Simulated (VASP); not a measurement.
Write the native input for VASP 6.6.1 that does the following.

```
Task                   : single point
Functional             : BLYP
Potentials or basis    : VASP PAW PBE potentials, release 64 (Ga_d, N_h)
Cutoff                 : 1330 eV
k mesh                 : 10 × 10 × 10
Occupations            : gaussian, width 0.05 eV
Spin                   : no spin polarisation
Dipole correction      : no
Further INCAR settings : ALGO = Normal; EDIFF = 1e-06; NBANDS = 16
```

The structure of GaN lies in POSCAR:

```
GaN
1.0
    0.0000000000      2.1483874693      2.1483874693
    2.1483874693      0.0000000000      2.1483874693
    2.1483874693      2.1483874693      0.0000000000
Ga N
1 1
Direct
    0.5000000000      0.5000000000      0.5000000000
    0.0000000000      0.0000000000      0.0000000000
```

The input as run:

INCAR

```
SYSTEM = GaN
AGGAC = 1.0 ; AGGAX = 1.0
ALDAC = 0.0 ; ALDAX = 1.0
ALGO = Normal ; EDIFF = 1E-6
ENCUT = 1330 ; GGA = B5
GGA_COMPAT = .FALSE. ; ISIF = 2
ISMEAR = 0 ; LASPH = .TRUE.
LCHARG = .FALSE. ; LREAL = .FALSE.
LWAVE = .FALSE. ; NBANDS = 16
NELM = 120 ; PREC = Accurate
SIGMA = 0.05
```

KPOINTS

```
k-points
0
G
  10 10 10
  0 0 0
```

Potentials or basis: VASP PAW PBE potentials, release 64 (Ga_d, N_h).

Launch:

```bash
$ cat potpaw_PBE.64/Ga_d/POTCAR potpaw_PBE.64/N_h/POTCAR > POTCAR
$ mpirun -np 1 vasp_std > vasp.out
```

It gave:

```json
{"Pressure": "4.8 GPa", "Band gap on the k mesh": "0.22 eV (least direct gap 2.22 eV)"}
```

Caveat: the cell stands under pressure; the PAW data sets were made with another functional, which shifts forces and pressure a little.

It took 100 s on 1 thread of AMD EPYC 7R43 64-Core Processor (Zen 3), on a shared host, peak memory 0.2 GiB.
